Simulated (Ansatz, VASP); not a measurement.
Mo2Ru3: VASP beside Ansatz

```
Mo Ru
1.0
     2.75846    0.00000    0.00000
    -1.37923    2.38890    0.00000
     0.00000    0.00000   22.20448
Mo Ru
4 6
Direct
  0.33333 0.66667 0.94379
  0.33333 0.66667 0.35078
  0.66667 0.33333 0.05621
  0.66667 0.33333 0.64922
  0.33333 0.66667 0.74700
  0.33333 0.66667 0.15251
  0.33333 0.66667 0.54817
  0.66667 0.33333 0.84749
  0.66667 0.33333 0.25300
  0.66667 0.33333 0.45183
```

Alike in both runs: task single point; functional PBE; k mesh 6 × 6 × 1; occupations gaussian, width 0.1 eV; collinear spin.

```csv
,VASP,Ansatz
version,VASP 6.6.1,Ansatz 0.2.0
potentials or method,"VASP PAW PBE potentials, release 64 (Mo_sv, Ru_pv), cutoff 520 eV","scalar-relativistic, plane waves, PAW"
valence electrons in the cell,140,152
```

Ansatz gave:

| Property | Result |
| --- | --- |
| gap on the k mesh at the Fermi level (eV) | none |
| pressure (GPa) | 0.1 |
| traceless stress, the component that is largest in VASP (GPa) | 0.14 |
| rms of the force components (eV/Å) | 0.014 |
| net moment per atom (μB) | 0.00 |

Problem. What did VASP give for the same quantities?

Solution. gap on the k mesh at the Fermi level (eV): none; pressure (GPa): 0.3; traceless stress, the component that is largest in VASP (GPa): 0.14; rms of the force components (eV/Å): 0.020; net moment per atom (μB): 0.00.

Atom by atom the forces differ by 0.008 eV/Å (rms over components). A gap of «none» marks a metal or a gap that the smearing closes. VASP's potentials hold 140 valence electrons a cell and Ansatz's 152, so a difference there can come from the potentials and not from the codes. Ansatz's warnings: seeded moment not kept.

The k mesh is coarse, so the values compare programs but aren't converged.
